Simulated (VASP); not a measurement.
# PbSe (Pm-3m) in VASP: settings compared

Aim: see how the results for PbSe move with the level of theory and the settings. Levels: PBEsol, LDA. Tasks: single point.

Everything below comes from runs of VASP 6.6.1. Logs are shortened: lines on timing, memory, paths and dates and some standing lists are left out, and cuts for length are marked.

### 1 The cell of the first run

The structure is cubic, space group Pm-3m (No. 221). The conventional cell has a = 3.733 Å, b = 3.733 Å, c = 3.733 Å, α = 90.00°, β = 90.00°, γ = 90.00°. Pb (site symmetry m-3m) has 8 Se at 3.23 Å and 6 Pb at 3.73 Å within 4.3 Å. Within 4.3 Å of Se (site symmetry m-3m) lie 8 Pb at 3.23 Å and 6 Se at 3.73 Å.

### 2 Single point, PBEsol (volume scaled by 0.96)

INCAR

```
SYSTEM = PbSe
PREC = Accurate
ENCUT = 520
EDIFF = 1E-6
ISMEAR = -1
SIGMA = 0.05
LREAL = .FALSE.
LASPH = .TRUE.
NELM = 80
ALGO = Normal
ISIF = 2
LWAVE = .FALSE.
LCHARG = .TRUE.
GGA = PS
LELF = .TRUE.
LVHAR = .TRUE.
NBANDS = 17
```

KPOINTS

```
Automatic mesh
0
G
  7 7 7
  0 0 0
```

POSCAR

```
PbSe
1.0
    3.7331762438      0.0000000000      0.0000000000
    0.0000000000      3.7331762438      0.0000000000
    0.0000000000      0.0000000000      3.7331762438
Pb Se
1 1
Direct
    0.0000000000      0.0000000000      0.0000000000
    0.5000000000      0.5000000000      0.5000000000
```

Potentials or basis: VASP PAW PBE potentials, release 64 (Pb_d, Se).

On the command line:

```bash
$ cat potpaw_PBE.64/Pb_d/POTCAR potpaw_PBE.64/Se/POTCAR > POTCAR
$ mpirun -np 1 vasp_std > vasp.out
```

OUTCAR:

```text
SYSTEM = PbSe
   PREC = Accurate
   ENCUT = 520
   EDIFF = 1E-6
   ISMEAR = -1
   LREAL = .FALSE.
   LASPH = .TRUE.
   NELM = 80
   ISIF = 2
   GGA = PS

 ion  position               nearest neighbor table
   1  0.000  0.000  0.000-   2 3.23   2 3.23   2 3.23   2 3.23   2 3.23   2 3.23   2 3.23   2 3.23

   2  0.500  0.500  0.500-   1 3.23   1 3.23   1 3.23   1 3.23   1 3.23   1 3.23   1 3.23   1 3.23

  LATTYP: Found a simple cubic cell.
 ALAT       =     3.7331762438

  Lattice vectors:

 A1 = (   3.7331762438,   0.0000000000,   0.0000000000)
 A2 = (   0.0000000000,   3.7331762438,   0.0000000000)
 A3 = (   0.0000000000,   0.0000000000,   3.7331762438)

Analysis of symmetry for initial positions (statically):
=====================================================================
 Subroutine PRICEL returns:
 Original cell was already a primitive cell.

 Routine SETGRP: Setting up the symmetry group for a
 simple cubic supercell.

 Subroutine GETGRP returns: Found 48 space group operations
 (whereof 48 operations were pure point group operations)
 out of a pool of 48 trial point group operations.

The static configuration has the point symmetry O_h .

Analysis of symmetry for dynamics (positions and initial velocities):
=====================================================================
 Subroutine PRICEL returns:
 Original cell was already a primitive cell.

 Routine SETGRP: Setting up the symmetry group for a
 simple cubic supercell.

 Subroutine GETGRP returns: Found 48 space group operations
 (whereof 48 operations were pure point group operations)
 out of a pool of 48 trial point group operations.

The dynamic configuration has the point symmetry O_h .

 Subroutine INISYM returns: Found 48 space group operations
 (whereof 48 operations are pure point group operations),
 and found     1 'primitive' translations

----------------------------------------------------------------------------------------

                                     Primitive cell

  volume of cell :      52.0278

  direct lattice vectors                    reciprocal lattice vectors
     3.733176244  0.000000000  0.000000000     0.267868414  0.000000000  0.000000000
     0.000000000  3.733176244  0.000000000     0.000000000  0.267868414  0.000000000
     0.000000000  0.000000000  3.733176244     0.000000000  0.000000000  0.267868414

  length of vectors
     3.733176244  3.733176244  3.733176244     0.267868414  0.267868414  0.267868414

  position of ions in fractional coordinates (direct lattice)
     0.000000000  0.000000000  0.000000000
     0.500000000  0.500000000  0.500000000

  ion indices of the primitive-cell ions
   primitive index   ion index
                 1           1
                 2           2

----------------------------------------------------------------------------------------

 KPOINTS: Automatic mesh

Automatic generation of k-mesh.
 Grid dimensions read from file:
 generate k-points for:    7    7    7

 Generating k-lattice:

  Cartesian coordinates                     Fractional coordinates (reciprocal lattice)
     0.038266916  0.000000000  0.000000000     0.142857143  0.000000000  0.000000000
     0.000000000  0.038266916  0.000000000     0.000000000  0.142857143  0.000000000
     0.000000000  0.000000000  0.038266916     0.000000000  0.000000000  0.142857143

  Length of vectors
     0.038266916  0.038266916  0.038266916

  Shift w.r.t. Gamma in fractional coordinates (k-lattice)
     0.000000000  0.000000000  0.000000000

 Subroutine IBZKPT returns following result:
 ===========================================

 Found     20 irreducible k-points:

 Following reciprocal coordinates:
            Coordinates               Weight
  0.000000  0.000000  0.000000      1.000000
  0.142857  0.000000  0.000000      6.000000
  0.285714  0.000000  0.000000      6.000000
  0.428571  0.000000  0.000000      6.000000
  0.142857  0.142857  0.000000     12.000000
  0.285714  0.142857  0.000000     24.000000
[... 12 lines left out ...]
  0.428571  0.428571  0.285714     24.000000
  0.428571  0.428571  0.428571      8.000000
   k-points           NKPTS =     20   k-points in BZ     NKDIM =     20   number of bands    NBANDS=     17
   number of dos      NEDOS =    301   number of ions     NIONS =      2
   total plane-waves  NPLWV =  21952
   dimension x,y,z NGX =    28 NGY =   28 NGZ =   28
   dimension x,y,z NGXF=    56 NGYF=   56 NGZF=   56
   ions per type =               1   1
   NGX,Y,Z   is equivalent  to a cutoff of  12.47, 12.47, 12.47 a.u.
   NGXF,Y,Z  is equivalent  to a cutoff of  24.94, 24.94, 24.94 a.u.
 SYSTEM =  PbSe
   PREC   = accura    normal or accurate (medium, high low for compatibility)
   ISTART =      0    job   : 0-new  1-cont  2-samecut
   ICHARG =      2    charge: 1-file 2-atom 10-const
   ISPIN  =      1    spin polarized calculation?
   LNONCOLLINEAR =      F non collinear calculations
   LSORBIT =      F    spin-orbit coupling
   LASPH  =      T    aspherical Exc in radial PAW
   ENCUT  =  520.0 eV  38.22 Ry    6.18 a.u.   6.94  6.94  6.94*2*pi/ulx,y,z
   NELM   =     80;   NELMIN=  2; NELMDL= -5     # of ELM steps
   EDIFF  = 0.1E-05   stopping-criterion for ELM
   LREAL  =      F    real-space projection
   EDIFFG = 0.1E-04   stopping-criterion for IOM
   NSW    =      0    number of steps for IOM
   IBRION =     -1    ionic relax: 0-MD 1-quasi-New 2-CG
   NFREE  =      0    steps in history (QN), initial steepest desc. (CG)
   ISIF   =      2    stress and relaxation
   ISYM   =      2    0-nonsym 1-usesym 2-fastsym
   POTIM  = 0.5000    time-step for ionic-motion
   TEBEG  =    0.0;   TEEND  =   0.0 temperature during run
   PSTRESS=    0.0 pullay stress
   NELECT =      20.0000    total number of electrons
   NUPDOWN=      -1.0000    fix difference up-down
   EMIN   =  10.00;   EMAX   =-10.00  energy-range for DOS
   EFERMI =   0.00;   METHOD = LEGACY
   ISMEAR =    -1;   SIGMA  =   0.05  broadening in eV -4-tet -1-fermi 0-gaus
   EFERMI_NEDOS =   21; number of points for ismear=-14 and -15
   IALGO  =     38    algorithm
   IMIX   =      4    mixing-type and parameters
     AMIX     =   0.40;   BMIX     =  1.00
     AMIX_MAG =   1.60;   BMIX_MAG =  1.00
  volume/ion in A,a.u.               =      26.01       175.55
  Fermi-wavevector in a.u.,A,eV,Ry     =   1.190345  2.249427 19.278397  1.416922
  Thomas-Fermi vector in A             =   2.326432
   LORBIT       =      0    0 simple, 1 ext, 2 COOP (PROOUT), +10 PAW based schemes
   GGA     = PS    functional components
   LHFCALC =     F    Hartree Fock is set to
   AEXX    =    0.0000 exact exchange contribution
   IVDW    =     0    specifies the selected vdW correction
   LEPSILON=     F    determine dielectric tensor
   LRPA    =     F    only Hartree local field effects (RPA)
 non-spin polarized calculation
  energy-cutoff  :      520.00
  volume of cell :       52.03
 maximum number of plane-waves:      1418
 NGX is ok and might be reduce to    28
   NGX = 13   NGY = 13   NGZ = 13

 number of electron      20.0000006 magnetization

 Free energy of the ion-electron system (eV)
  ---------------------------------------------------
  ext. energy  EPLUGINS =         0.00000000
  ---------------------------------------------------
  free energy    TOTEN  =        -8.50737539 eV

  energy without entropy =       -8.49761799  energy(sigma->0) =       -8.50249669

 E-fermi :   5.6080     XC(G=0): -10.3150

 val. band max:        5.5708514382   @ k =   0.4286   0.4286   0.0000
 cond. band min:       5.6288238875   @ k =   0.1429   0.1429   0.1429
 fundamental gap:      0.0579724493
 Fermi energy:         5.6079849311

 k-point     1 :       0.0000    0.0000    0.0000
  band No.  band energies     occupation
      1     -11.2134      2.00000
      2     -11.2134      2.00000
      3     -11.0425      2.00000
      4     -11.0425      2.00000
      5     -11.0425      2.00000
      6      -7.8659      2.00000
[... 9 lines left out ...]
     16      17.3546      0.00000
     17      18.6038      0.00000

 k-point     2 :       0.1429    0.0000    0.0000
  band No.  band energies     occupation
      1     -11.2119      2.00000
      2     -11.1883      2.00000
      3     -11.0521      2.00000
      4     -11.0521      2.00000
      5     -11.0417      2.00000
      6      -7.7063      2.00000
[... 9 lines left out ...]
     16      17.5761      0.00000
     17      17.9446      0.00000

 k-point     3 :       0.2857    0.0000    0.0000
  band No.  band energies     occupation
      1     -11.2084      2.00000
      2     -11.1321      2.00000
      3     -11.0736      2.00000
      4     -11.0736      2.00000
      5     -11.0398      2.00000
      6      -7.2744      2.00000
[... 9 lines left out ...]
     16      15.6156      0.00000
     17      18.1645      0.00000

 k-point     4 :       0.4286    0.0000    0.0000
  band No.  band energies     occupation
      1     -11.2056      2.00000
      2     -11.0907      2.00000
      3     -11.0907      2.00000
      4     -11.0873      2.00000
      5     -11.0383      2.00000
      6      -6.7962      2.00000
[... 9 lines left out ...]
     16      17.8370      0.00000
     17      18.7233      0.00000
[... 263 lines left out ...]
      1     -11.1475      2.00000
      2     -11.1259      2.00000
      3     -11.1033      2.00000
      4     -11.0769      2.00000
      5     -11.0297      2.00000
      6      -6.0642      2.00000
[... 9 lines left out ...]
     16      16.6665      0.00000
     17      19.7195      0.00000

 k-point    19 :       0.4286    0.4286    0.2857
  band No.  band energies     occupation
      1     -11.1654      2.00000
      2     -11.1246      2.00000
      3     -11.1228      2.00000
      4     -11.0524      2.00000
      5     -11.0026      2.00000
      6      -5.8844      2.00000
[... 9 lines left out ...]
     16      17.8417      0.00000
     17      20.3698      0.00000

 k-point    20 :       0.4286    0.4286    0.4286
  band No.  band energies     occupation
      1     -11.1518      2.00000
      2     -11.1457      2.00000
      3     -11.1457      2.00000
      4     -11.0015      2.00000
      5     -11.0015      2.00000
      6      -5.7756      2.00000
[... 9 lines left out ...]
     16      18.9241      0.00000
     17      22.7082      0.00000

------------------------ aborting loop because EDIFF is reached ----------------------------------------

  FORCE on cell =-STRESS in cart. coord.  units (eV):
  Direction    XX          YY          ZZ          XY          YZ          ZX
  --------------------------------------------------------------------------------------
  -------------------------------------------------------------------------------------
  Total       -0.4297661     -0.4297661     -0.4297661      0.0000000     -0.0000000      0.0000000
  in kB      -13.2344923    -13.2344923    -13.2344923      0.0000000     -0.0000000      0.0000000
  external PRESSURE =     -13.2344923 kB  Pullay stress =       0.0000000 kB

 VOLUME and BASIS-vectors are now :
 -----------------------------------------------------------------------------
  energy-cutoff  :      520.00
  volume of cell :       52.03
      direct lattice vectors                 reciprocal lattice vectors
     3.733176244  0.000000000  0.000000000     0.267868414  0.000000000  0.000000000
     0.000000000  3.733176244  0.000000000     0.000000000  0.267868414  0.000000000
     0.000000000  0.000000000  3.733176244     0.000000000  0.000000000  0.267868414

 POSITION                                       TOTAL-FORCE (eV/Angst)
 -----------------------------------------------------------------------------------
      0.00000      0.00000      0.00000         0.000000      0.000000      0.000000
      1.86659      1.86659      1.86659         0.000000      0.000000      0.000000
 -----------------------------------------------------------------------------------
    total drift:                                0.000000      0.000000      0.000000

  FREE ENERGIE OF THE ION-ELECTRON SYSTEM (eV)
  ---------------------------------------------------
  free  energy   TOTEN  =        -8.5073753871 eV

  energy  without entropy=       -8.4976179863  energy(sigma->0) =       -8.50249669
```

Wall time 30 s (1 thread of AMD EPYC 7R13, shared host); peak memory 0.13 GiB.

Results:

```
Free energy            : -8.5074 eV
Pressure               : -1.3 GPa
Band gap on the k mesh : zero (band 10 reaches 5.63 eV, above the bottom of band 11 at 5.33 eV)
```

Caveat: the cell differs from its parent crystal (volume scaled by 0.96); the PAW data sets were made with another functional, which shifts forces and pressure a little; spin-orbit coupling is left out, which moves the levels of the heavy elements.

### 3 Single point, LDA (volume scaled by 0.98)

INCAR

```
PREC = Accurate ; ENCUT = 520
EDIFF = 1E-6 ; ISMEAR = -1
SIGMA = 0.05 ; LREAL = False
LASPH = True ; NELM = 80
ALGO = Normal ; ISIF = 2
LWAVE = False ; LCHARG = False
GGA = CA ; NBANDS = 17
```

KPOINTS

```
Automatic mesh
0
Gamma
  7 7 7
```

POSCAR

```
PbSe
1.0
    3.7589231005      0.0000000000      0.0000000000
    0.0000000000      3.7589231005      0.0000000000
    0.0000000000      0.0000000000      3.7589231005
Pb Se
1 1
Direct
    0.0000000000      0.0000000000      0.0000000000
    0.5000000000      0.5000000000      0.5000000000
```

Potentials or basis: VASP PAW LDA potentials, release 64 (Pb_d, Se).

On the command line:

```bash
$ cat potpaw_LDA.64/Pb_d/POTCAR potpaw_LDA.64/Se/POTCAR > POTCAR
$ mpirun -np 1 vasp_std > vasp.out
```

OUTCAR:

```text
PREC = Accurate
   ENCUT = 520
   EDIFF = 1E-6
   ISMEAR = -1
   LREAL = False
   LASPH = True
   NELM = 80
   ISIF = 2
   GGA = CA

 ion  position               nearest neighbor table
   1  0.000  0.000  0.000-   2 3.26   2 3.26   2 3.26   2 3.26   2 3.26   2 3.26   2 3.26   2 3.26

   2  0.500  0.500  0.500-   1 3.26   1 3.26   1 3.26   1 3.26   1 3.26   1 3.26   1 3.26   1 3.26

  LATTYP: Found a simple cubic cell.
 ALAT       =     3.7589231005

[... 581 lines left out ...]

------------------------ aborting loop because EDIFF is reached ----------------------------------------

  FORCE on cell =-STRESS in cart. coord.  units (eV):
  Direction    XX          YY          ZZ          XY          YZ          ZX
  --------------------------------------------------------------------------------------
  -------------------------------------------------------------------------------------
  Total       -1.2882488     -1.2882488     -1.2882488      0.0000000     -0.0000000      0.0000000
  in kB      -38.8615411    -38.8615411    -38.8615411      0.0000000     -0.0000000      0.0000000
  external PRESSURE =     -38.8615411 kB  Pullay stress =       0.0000000 kB

 VOLUME and BASIS-vectors are now :
 -----------------------------------------------------------------------------
  energy-cutoff  :      520.00
  volume of cell :       53.11
      direct lattice vectors                 reciprocal lattice vectors
     3.758923101  0.000000000  0.000000000     0.266033641  0.000000000  0.000000000
     0.000000000  3.758923101  0.000000000     0.000000000  0.266033641  0.000000000
     0.000000000  0.000000000  3.758923101     0.000000000  0.000000000  0.266033641

 POSITION                                       TOTAL-FORCE (eV/Angst)
 -----------------------------------------------------------------------------------
      0.00000      0.00000      0.00000         0.000000      0.000000      0.000000
      1.87946      1.87946      1.87946         0.000000      0.000000      0.000000
 -----------------------------------------------------------------------------------
    total drift:                                0.000000      0.000000      0.000000

  FREE ENERGIE OF THE ION-ELECTRON SYSTEM (eV)
  ---------------------------------------------------
  free  energy   TOTEN  =        -9.0083484195 eV

  energy  without entropy=       -8.9982984048  energy(sigma->0) =       -9.00332341
```

OSZICAR:

```text
N       E                     dE             d eps       ncg     rms          rms(c)
DAV:   1     0.152339923083E+03    0.15234E+03   -0.93783E+03   688   0.120E+03
DAV:   2     0.142874440274E+01   -0.15091E+03   -0.14564E+03   714   0.304E+02
DAV:   3    -0.919759745688E+01   -0.10626E+02   -0.10505E+02   901   0.862E+01
DAV:   4    -0.940907058388E+01   -0.21147E+00   -0.21133E+00   847   0.138E+01
DAV:   5    -0.941531783031E+01   -0.62472E-02   -0.62470E-02   965   0.224E+00    0.290E+00
DAV:   6    -0.901839719976E+01    0.39692E+00   -0.10347E+00  1027   0.700E+00    0.156E+00
DAV:   7    -0.901274986548E+01    0.56473E-02   -0.66402E-02   782   0.129E+00    0.885E-01
DAV:   8    -0.900846952699E+01    0.42803E-02   -0.88178E-03   813   0.798E-01    0.139E-01
DAV:   9    -0.900834400528E+01    0.12552E-03   -0.86638E-04   919   0.215E-01    0.448E-02
DAV:  10    -0.900835032836E+01   -0.63231E-05   -0.58648E-05   765   0.468E-02    0.157E-02
DAV:  11    -0.900834850761E+01    0.18207E-05   -0.47453E-06   921   0.168E-02    0.399E-03
DAV:  12    -0.900834841952E+01    0.88098E-07   -0.74562E-07   422   0.654E-03
   1 F= -.90083484E+01 E0= -.90033234E+01  d E =-.100500E-01
```

stdout:

```text
POSCAR found type information on POSCAR PbSe
 POSCAR found :  2 types and       2 ions
 scaLAPACK will be used
 LDA part: xc-table for (Slater(with rela. corr.)+CA(PZ))
 , standard interpolation
 POSCAR, INCAR and KPOINTS ok, starting setup
 FFT: planning ... GRIDC
 FFT: planning ... GRID_SOFT
 FFT: planning ... GRID
 WAVECAR not read
 entering main loop
```

Wall time 27 s (1 thread of AMD EPYC 7R13, shared host); peak memory 0.12 GiB.

What came out:

```yaml
Free_energy: -9.0083 eV
Pressure: -3.9 GPa
Band_gap_on_the_k_mesh: zero (band 10 reaches 5.39 eV, above the bottom of band 11 at 5.14 eV)
```

Levels at points of the mesh, in eV from the Fermi level:
```csv
k point,band 8,band 9,band 10,band 11,band 12,band 13
"(0.00, 0.00, 0.00)",-1.52,-1.52,-1.52,5.11,5.11,6.13
```

Caveat: the cell differs from its parent crystal (volume scaled by 0.98); spin-orbit coupling is left out, which moves the levels of the heavy elements.

### 4 Single point, LDA

This run uses another cell than the first one, of 27.10 Å³/atom, 1.042 times its volume.

INCAR

```
ALGO = Normal
EDIFF = 1E-6
ENCUT = 520
GGA = CA
ISIF = 2
ISMEAR = -1
LASPH = True
LCHARG = False
LREAL = False
LWAVE = False
NBANDS = 17
NELM = 100
PREC = Accurate
SIGMA = 0.05
```

KPOINTS

```
k-points
0
Gamma
  7 7 7
```

POSCAR

```
PbSe
1.0
    3.7843220000      0.0000000000      0.0000000000
    0.0000000000      3.7843220000      0.0000000000
    0.0000000000      0.0000000000      3.7843220000
Pb Se
1 1
Direct
    0.0000000000      0.0000000000      0.0000000000
    0.5000000000      0.5000000000      0.5000000000
```

On the command line:

```bash
$ cat potpaw_LDA.64/Pb_d/POTCAR potpaw_LDA.64/Se/POTCAR > POTCAR
$ mpirun -np 1 vasp_std > vasp.out
```

Wall time 27 s (1 thread of AMD EPYC 7R13, shared host); peak memory 0.12 GiB.

The run converged. Its results:

```
Free energy            : -8.9794 eV
Pressure               : -4.7 GPa
Band gap on the k mesh : zero (band 10 reaches 5.16 eV, above the bottom of band 11 at 4.97 eV)
```

Levels at points of the mesh, in eV from the Fermi level:
| k point | band 6 | band 7 | band 8 | band 9 | band 10 | band 11 | band 12 | band 13 | band 14 | band 15 |
| --- | --- | --- | --- | --- | --- | --- | --- | --- | --- | --- |
| (0.00, 0.00, 0.00) | -13.19 | -7.09 | -1.47 | -1.47 | -1.47 | 5.14 | 5.14 | 5.99 | 5.99 | 5.99 |

Caveat: spin-orbit coupling is left out, which moves the levels of the heavy elements.

(Continued in part 2 of 2.)
